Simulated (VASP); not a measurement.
# BN (P6_3mc) in VASP: a series of runs

The runs below take BN through single point, with PBE.

All numbers are computed with VASP 6.6.1; they aren't measurements. Logs are shortened: lines on timing, memory, paths and dates and some standing lists are left out, and cuts for length are marked.

### Step 1. The cell of the first run

Symmetry: P6_3mc, No. 186, hexagonal system. Conventional cell: a = 2.519 Å, b = 2.519 Å, c = 4.170 Å, α = 90.00°, β = 90.00°, γ = 120.00°. N (site symmetry 3m) has 4 B at 1.55 to 1.56 Å within 2.1 Å. Within 2.1 Å of B (site symmetry 3m) lie 4 N at 1.55 to 1.56 Å.

### Step 2. Single point, PBE

Input file INCAR:

```
ALGO = Normal
EDIFF = 1E-7
ENCUT = 520
GGA = PE
ISIF = 2
ISMEAR = -1
LASPH = T
LCHARG = F
LREAL = F
LWAVE = F
NBANDS = 16
NELM = 80
PREC = Accurate
SIGMA = 0.05
```

Input file KPOINTS:

```
k-points
0
Gamma
  12 12 6
```

Input file POSCAR:

```
BN
1.0
    2.5194226731      0.0000000000      0.0000000000
   -1.2597113366      2.1818840378      0.0000000000
    0.0000000000      0.0000000000      4.1697283350
N B
2 2
Direct
    0.3333333333      0.6666666667      0.1252760000
    0.6666666667      0.3333333333      0.6252760000
    0.3333333333      0.6666666667      0.4997240000
    0.6666666667      0.3333333333      0.9997240000
```

Potentials or basis: VASP PAW PBE potentials, release 64 (N, B).

Command:

```bash
> cat potpaw_PBE.64/N/POTCAR potpaw_PBE.64/B/POTCAR > POTCAR
> mpirun -np 1 vasp_std > vasp.out
```

OUTCAR:

```text
EDIFF = 1E-7
   ENCUT = 520
   GGA = PE
   ISIF = 2
   ISMEAR = -1
   LASPH = T
   LREAL = F
   NELM = 80
   PREC = Accurate

 ion  position               nearest neighbor table
   1  0.333  0.667  0.125-   4 1.55   4 1.55   4 1.55   3 1.56
   2  0.667  0.333  0.625-   3 1.55   3 1.55   3 1.55   4 1.56
   3  0.333  0.667  0.500-   2 1.55   2 1.55   2 1.55   1 1.56
   4  0.667  0.333  1.000-   1 1.55   1 1.55   1 1.55   2 1.56

  LATTYP: Found a hexagonal cell.
 ALAT       =     2.5194226731
 C/A-ratio  =     1.6550332660

  Lattice vectors:

 A1 = (   2.5194226731,   0.0000000000,   0.0000000000)
 A2 = (  -1.2597113366,   2.1818840378,   0.0000000000)
 A3 = (   0.0000000000,   0.0000000000,   4.1697283350)

Analysis of symmetry for initial positions (statically):
=====================================================================
 Subroutine PRICEL returns:
 Original cell was already a primitive cell.

 Routine SETGRP: Setting up the symmetry group for a
 hexagonal supercell.

 Subroutine GETGRP returns: Found 12 space group operations
 (whereof  6 operations were pure point group operations)
 out of a pool of 24 trial point group operations.

The static configuration has the point symmetry C_3v.
 The point group associated with its full space group is C_6v.

Analysis of symmetry for dynamics (positions and initial velocities):
=====================================================================
 Subroutine PRICEL returns:
 Original cell was already a primitive cell.

 Routine SETGRP: Setting up the symmetry group for a
 hexagonal supercell.

 Subroutine GETGRP returns: Found 12 space group operations
 (whereof  6 operations were pure point group operations)
 out of a pool of 24 trial point group operations.

The dynamic configuration has the point symmetry C_3v.
 The point group associated with its full space group is C_6v.

 Subroutine INISYM returns: Found 12 space group operations
 (whereof  6 operations are pure point group operations),
 and found     1 'primitive' translations

----------------------------------------------------------------------------------------

                                     Primitive cell

  volume of cell :      22.9214

  direct lattice vectors                    reciprocal lattice vectors
     2.519422673  0.000000000  0.000000000     0.396916330  0.229159750  0.000000000
    -1.259711337  2.181884038  0.000000000     0.000000000  0.458319499  0.000000000
     0.000000000  0.000000000  4.169728335     0.000000000  0.000000000  0.239823777

  length of vectors
     2.519422673  2.519422673  4.169728335     0.458319499  0.458319499  0.239823777

  position of ions in fractional coordinates (direct lattice)
     0.333333333  0.666666667  0.125276000
     0.666666667  0.333333333  0.625276000
     0.333333333  0.666666667  0.499724000
     0.666666667  0.333333333  0.999724000

  ion indices of the primitive-cell ions
   primitive index   ion index
                 1           1
                 2           2
                 3           3
                 4           4

----------------------------------------------------------------------------------------

 KPOINTS: k-points

Automatic generation of k-mesh.
 Grid dimensions read from file:
 generate k-points for:   12   12    6

 Generating k-lattice:

  Cartesian coordinates                     Fractional coordinates (reciprocal lattice)
     0.033076361  0.019096646  0.000000000     0.083333333  0.000000000  0.000000000
     0.000000000  0.038193292  0.000000000     0.000000000  0.083333333  0.000000000
     0.000000000  0.000000000  0.039970630     0.000000000  0.000000000  0.166666667

  Length of vectors
     0.038193292  0.038193292  0.039970630

  Shift w.r.t. Gamma in fractional coordinates (k-lattice)
     0.000000000  0.000000000  0.000000000

 Subroutine IBZKPT returns following result:
 ===========================================

 Found     76 irreducible k-points:

 Following reciprocal coordinates:
            Coordinates               Weight
  0.000000  0.000000  0.000000      1.000000
  0.083333  0.000000  0.000000      6.000000
  0.166667  0.000000  0.000000      6.000000
  0.250000  0.000000  0.000000      6.000000
  0.333333  0.000000  0.000000      6.000000
  0.416667  0.000000  0.000000      6.000000
[... 16 lines left out ...]
  0.250000  0.000000  0.166667     12.000000
  0.333333  0.000000  0.166667     12.000000
 [... further k-points ...]
   k-points           NKPTS =     76   k-points in BZ     NKDIM =     76   number of bands    NBANDS=     16
   number of dos      NEDOS =    301   number of ions     NIONS =      4
   total plane-waves  NPLWV =  12800
   dimension x,y,z NGX =    20 NGY =   20 NGZ =   32
   dimension x,y,z NGXF=    40 NGYF=   40 NGZF=   64
   ions per type =               2   2
   NGX,Y,Z   is equivalent  to a cutoff of  13.20, 13.20, 12.76 a.u.
   NGXF,Y,Z  is equivalent  to a cutoff of  26.39, 26.39, 25.52 a.u.
 SYSTEM =  unknown system
   PREC   = accura    normal or accurate (medium, high low for compatibility)
   ISTART =      0    job   : 0-new  1-cont  2-samecut
   ICHARG =      2    charge: 1-file 2-atom 10-const
   ISPIN  =      1    spin polarized calculation?
   LNONCOLLINEAR =      F non collinear calculations
   LSORBIT =      F    spin-orbit coupling
   LASPH  =      T    aspherical Exc in radial PAW
   ENCUT  =  520.0 eV  38.22 Ry    6.18 a.u.   4.68  4.68  7.75*2*pi/ulx,y,z
   NELM   =     80;   NELMIN=  2; NELMDL= -5     # of ELM steps
   EDIFF  = 0.1E-06   stopping-criterion for ELM
   LREAL  =      F    real-space projection
   EDIFFG = 0.1E-05   stopping-criterion for IOM
   NSW    =      0    number of steps for IOM
   IBRION =     -1    ionic relax: 0-MD 1-quasi-New 2-CG
   NFREE  =      0    steps in history (QN), initial steepest desc. (CG)
   ISIF   =      2    stress and relaxation
   ISYM   =      2    0-nonsym 1-usesym 2-fastsym
   POTIM  = 0.5000    time-step for ionic-motion
   TEBEG  =    0.0;   TEEND  =   0.0 temperature during run
   PSTRESS=    0.0 pullay stress
   NELECT =      16.0000    total number of electrons
   NUPDOWN=      -1.0000    fix difference up-down
   EMIN   =  10.00;   EMAX   =-10.00  energy-range for DOS
   EFERMI =   0.00;   METHOD = LEGACY
   ISMEAR =    -1;   SIGMA  =   0.05  broadening in eV -4-tet -1-fermi 0-gaus
   EFERMI_NEDOS =   21; number of points for ismear=-14 and -15
   IALGO  =     38    algorithm
   IMIX   =      4    mixing-type and parameters
     AMIX     =   0.40;   BMIX     =  1.00
     AMIX_MAG =   1.60;   BMIX_MAG =  1.00
  volume/ion in A,a.u.               =       5.73        38.67
  Fermi-wavevector in a.u.,A,eV,Ry     =   1.452228  2.744312 28.694209  2.108965
  Thomas-Fermi vector in A             =   2.569634
   LORBIT       =      0    0 simple, 1 ext, 2 COOP (PROOUT), +10 PAW based schemes
   GGA     = PE    functional components
   LHFCALC =     F    Hartree Fock is set to
   AEXX    =    0.0000 exact exchange contribution
   IVDW    =     0    specifies the selected vdW correction
   LEPSILON=     F    determine dielectric tensor
   LRPA    =     F    only Hartree local field effects (RPA)
 non-spin polarized calculation
  energy-cutoff  :      520.00
  volume of cell :       22.92
 maximum number of plane-waves:       640
 NGX is ok and might be reduce to    20
   NGX =  9   NGY =  9   NGZ = 15

 number of electron      15.9999998 magnetization

 Free energy of the ion-electron system (eV)
  ---------------------------------------------------
  ext. energy  EPLUGINS =         0.00000000
  ---------------------------------------------------
  free energy    TOTEN  =       -34.78238126 eV

  energy without entropy =      -34.78238126  energy(sigma->0) =      -34.78238126

 E-fermi :   8.8517     XC(G=0): -12.9631

 val. band max:        7.9478460024   @ k =   0.0000   0.0000   0.0000
 cond. band min:      13.0790254162   @ k =   0.3333   0.3333   0.0000
 fundamental gap:      5.1311794138
 Fermi energy:         8.8516535661

 k-point     1 :       0.0000    0.0000    0.0000
  band No.  band energies     occupation
      1     -12.8184      2.00000
      2      -8.5257      2.00000
      3      -3.2707      2.00000
      4       5.7602      2.00000
      5       5.7602      2.00000
      6       7.6575      2.00000
[... 8 lines left out ...]
     15      20.0822      0.00000
     16      24.5530      0.00000

 k-point     2 :       0.0833    0.0000    0.0000
  band No.  band energies     occupation
      1     -12.6634      2.00000
      2      -8.4058      2.00000
      3      -3.1175      2.00000
      4       5.0545      2.00000
      5       5.4672      2.00000
      6       7.3644      2.00000
[... 8 lines left out ...]
     15      20.5399      0.00000
     16      24.3065      0.00000

 k-point     3 :       0.1667    0.0000    0.0000
  band No.  band energies     occupation
      1     -12.2030      2.00000
      2      -8.0627      2.00000
      3      -2.6639      2.00000
      4       3.3540      2.00000
      5       4.7808      2.00000
      6       5.9278      2.00000
[... 8 lines left out ...]
     15      21.7302      0.00000
     16      23.5749      0.00000

 k-point     4 :       0.2500    0.0000    0.0000
  band No.  band energies     occupation
      1     -11.4539      2.00000
      2      -7.5593      2.00000
      3      -1.9313      2.00000
      4       1.3356      2.00000
      5       4.0145      2.00000
      6       4.1237      2.00000
[... 8 lines left out ...]
     15      23.2705      0.00000
     16      23.7642      0.00000
[... 324 lines left out ...]
 k-point    22 :       0.1667    0.0000    0.1667
  band No.  band energies     occupation
      1     -12.0358      2.00000
      2      -8.6197      2.00000
      3      -1.8357      2.00000
      4       3.5016      2.00000
      5       4.9161      2.00000
      6       5.4798      2.00000
[... 8 lines left out ...]
     15      21.4031      0.00000
     16      23.6087      0.00000

 k-point    23 :       0.2500    0.0000    0.1667
  band No.  band energies     occupation
      1     -11.2918      2.00000
      2      -8.0554      2.00000
      3      -1.2506      2.00000
      4       1.5555      2.00000
      5       3.6784      2.00000
      6       4.1573      2.00000
[... 8 lines left out ...]
     15      22.9213      0.00000
     16      23.8616      0.00000

 k-point    24 :       0.3333    0.0000    0.1667
  band No.  band energies     occupation
      1     -10.3048      2.00000
      2      -7.4456      2.00000
      3      -1.0960      2.00000
      4       0.3832      2.00000
      5       1.8495      2.00000
      6       3.5181      2.00000
[... 8 lines left out ...]
     15      24.3620      0.00000
     16      24.7069      0.00000

 [... further k-points ...]
[... 5 lines left out ...]
  --------------------------------------------------------------------------------------
  -------------------------------------------------------------------------------------
  Total        2.4149927      2.4149927      2.3273728     -0.0000000      0.0000000     -0.0000000
  in kB      168.8052466    168.8052466    162.6807151     -0.0000000      0.0000000     -0.0000000
  external PRESSURE =     166.7637361 kB  Pullay stress =       0.0000000 kB

 VOLUME and BASIS-vectors are now :
 -----------------------------------------------------------------------------
  energy-cutoff  :      520.00
  volume of cell :       22.92
      direct lattice vectors                 reciprocal lattice vectors
     2.519422673  0.000000000  0.000000000     0.396916330  0.229159750  0.000000000
    -1.259711337  2.181884038  0.000000000     0.000000000  0.458319499  0.000000000
     0.000000000  0.000000000  4.169728335     0.000000000  0.000000000  0.239823777

 POSITION                                       TOTAL-FORCE (eV/Angst)
 -----------------------------------------------------------------------------------
     -0.00000      1.45459      0.52237         0.000000     -0.000000      0.017947
      1.25971      0.72729      2.60723        -0.000000      0.000000      0.017947
     -0.00000      1.45459      2.08371         0.000000     -0.000000     -0.017947
      1.25971      0.72729      4.16858        -0.000000      0.000000     -0.017947
 -----------------------------------------------------------------------------------
    total drift:                               -0.000000     -0.000000      0.000235

  FREE ENERGIE OF THE ION-ELECTRON SYSTEM (eV)
  ---------------------------------------------------
  free  energy   TOTEN  =       -34.7823812643 eV

  energy  without entropy=      -34.7823812643  energy(sigma->0) =      -34.78238126
```

It took 14 s on 1 thread of AMD EPYC 9R14 (Zen 4), shared host; peak memory 0.11 GiB.

Results:

```
Free energy            : -34.7824 eV
Pressure               : 16.7 GPa
Largest force          : 0.018 eV/Å
Band gap on the k mesh : 5.13 eV, indirect (least direct gap 8.43 eV)
```

Forces in eV/Å, atoms in the order of the input:
```
N    0.000  0.000  0.018
N    0.000  0.000  0.018
B    0.000  0.000 -0.018
B    0.000  0.000 -0.018
```

Levels at points of the mesh, in eV from the valence-band top:
```tsv
k point	band 4	band 5	band 6	band 7	band 8	band 9	band 10	band 11	band 12	band 13
(0.00, 0.00, 0.00)	-2.19	-2.19	-0.29	0.00	0.00	8.50	8.50	8.76	9.92	11.26
(0.50, 0.00, 0.00)	-7.99	-7.09	-5.14	-4.57	-2.18	6.83	8.06	10.77	11.78	13.26
(0.00, 0.00, 0.50)	-5.86	-1.21	-1.21	-1.21	-1.21	9.79	9.79	10.10	10.10	10.10
(0.50, 0.00, 0.50)	-10.28	-3.89	-3.89	-3.68	-3.68	6.70	6.70	10.25	10.25	14.58
```

A k mesh can miss the band edges. PBE gaps usually lie below the measured ones, often by a third to a half.

### Step 3. Single point, PBE

This run uses another cell than the first one, of 5.85 Å³/atom, 1.021 times its volume.

Input file INCAR:

```
ALGO = Normal
EDIFF = 1E-7
ENCUT = 520
GGA = PE
ISIF = 2
ISMEAR = -1
LASPH = True
LCHARG = True
LELF = True
LREAL = False
LVHAR = True
LWAVE = False
NBANDS = 16
NELM = 60
PREC = Accurate
SIGMA = 0.05
```

KPOINTS is that of step 2.

Input file POSCAR:

```
BN
1.0
    2.5367985510      0.0000000000      0.0000000000
   -1.2683992755      2.1969319894      0.0000000000
    0.0000000000      0.0000000000      4.1984859909
N B
2 2
Direct
    0.3333333333      0.6666666667      0.1252760000
    0.6666666667      0.3333333333      0.6252760000
    0.3333333333      0.6666666667      0.4997240000
    0.6666666667      0.3333333333      0.9997240000
```

Potentials or basis: VASP PAW PBE potentials, release 64 (N, B).

Command:

```bash
> cat potpaw_PBE.64/N/POTCAR potpaw_PBE.64/B/POTCAR > POTCAR
> mpirun -np 1 vasp_std > vasp.out
```

Wall time 15 s (1 thread of AMD EPYC 9R14 (Zen 4), shared host); peak memory 0.11 GiB.

The run converged. Its results:

* Free energy: -34.8198 eV
* Pressure: 8.0 GPa
* Band gap on the k mesh: 5.17 eV, indirect (least direct gap 8.33 eV)

Stress tensor (GPa, compression positive):
```
8.28 0.00 0.00
0.00 8.28 0.00
0.00 0.00 7.58
```

Levels at points of the mesh, in eV from the valence-band top:
```csv
k point,band 4,band 5,band 6,band 7,band 8,band 9,band 10,band 11,band 12,band 13
"(0.00, 0.00, 0.00)",-2.14,-2.14,-0.28,0.00,0.00,8.42,8.42,8.65,9.66,10.94
"(0.50, 0.00, 0.00)",-7.86,-6.97,-5.03,-4.47,-2.14,6.76,7.99,10.66,11.59,13.02
"(0.00, 0.00, 0.50)",-5.77,-1.19,-1.19,-1.19,-1.19,9.60,9.60,9.99,9.99,9.99
"(0.50, 0.00, 0.50)",-10.10,-3.81,-3.81,-3.61,-3.61,6.63,6.63,10.11,10.11,14.38
```

A k mesh can miss the band edges. PBE gaps usually lie below the measured ones, often by a third to a half.

(Continued in part 2 of 2.)
